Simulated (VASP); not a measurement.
Write the native input for VASP 6.6.1 that does the following.

| Property | Result |
| --- | --- |
| Task | single point |
| Functional | r2SCAN |
| Potentials or basis | VASP PAW PBE potentials, release 64 (Hf_pv, Si, O) |
| Cutoff | 520 eV |
| k mesh | 8 × 8 × 4 |
| Occupations | gaussian, width 0.01 eV |
| Spin | no spin polarisation |
| Dipole correction | no |
| Further INCAR settings | ALGO = Normal; EDIFF = 1e-06; NBANDS = 28 |

Crystal: HfSiO4.

```
Hf Si O
1.0
     3.28569    0.00000    0.00000
     0.00000    3.28569    0.00000
     0.00000    0.00000    5.70050
Hf Si O
1 1 4
Cartesian
  1.6428 1.6428 2.8502
  0.0000 0.0000 0.0000
  1.6428 0.0000 3.8557
  0.0000 1.6428 5.0048
  0.0000 1.6428 1.8448
  1.6428 0.0000 0.6957
```

These files were run (other wordings do the same):

POSCAR

```
HfSiO4
1.0
    3.2856928626      0.0000000000      0.0000000000
    0.0000000000      3.2856928626      0.0000000000
    0.0000000000      0.0000000000      5.7004959659
Hf Si O
1 1 4
Direct
    0.5000000000      0.5000000000      0.5000000000
    0.0000000000      0.0000000000      0.0000000000
    0.5000000000      0.0000000000      0.6763713356
    0.0000000000      0.5000000000      0.8779573389
    0.0000000000      0.5000000000      0.3236286644
    0.5000000000      0.0000000000      0.1220426611
```

INCAR.step1

```
SYSTEM = HfSiO4
PREC = Accurate
ENCUT = 520
ISMEAR = 0
SIGMA = 0.01
LREAL = .FALSE.
LASPH = .TRUE.
NELM = 80
NBANDS = 28
GGA = PE
ALGO = Normal
EDIFF = 1E-4
LWAVE = .TRUE.
LCHARG = .FALSE.
```

INCAR.step2

```
SYSTEM = HfSiO4
PREC = Accurate
ENCUT = 520
EDIFF = 1E-6
ISMEAR = 0
SIGMA = 0.01
LREAL = .FALSE.
LASPH = .TRUE.
NELM = 80
ALGO = Normal
ISIF = 2
LWAVE = .FALSE.
LCHARG = .FALSE.
METAGGA = R2SCAN
LMIXTAU = .TRUE.
NBANDS = 28
ISTART = 1
```

KPOINTS

```
Automatic mesh
0
G
  8 8 4
  0 0 0
```

Potentials or basis: VASP PAW PBE potentials, release 64 (Hf_pv, Si, O).

Launch:

```sh
$ cat potpaw_PBE.64/Hf_pv/POTCAR potpaw_PBE.64/Si/POTCAR potpaw_PBE.64/O/POTCAR > POTCAR
$ cp INCAR.step1 INCAR
$ mpirun -np 1 vasp_std > vasp.out
$ cp INCAR.step2 INCAR
$ mpirun -np 1 vasp_std > vasp.out
```

It gave:

```yaml
Pressure: -1.2 GPa
Largest_force: 0.150 eV/Å
Band_gap_on_the_k_mesh: 3.21 eV (least direct gap 3.44 eV)
```

Caveat: the PAW data sets were made with another functional, which shifts forces and pressure a little; spin-orbit coupling is left out, which moves the levels of the heavy elements.

Run time: 3.5 min on 1 thread of Intel(R) Xeon(R) Platinum 8259CL CPU @ 2.50GHz (Skylake/Cascade Lake) (shared host), peak memory 0.22 GiB.
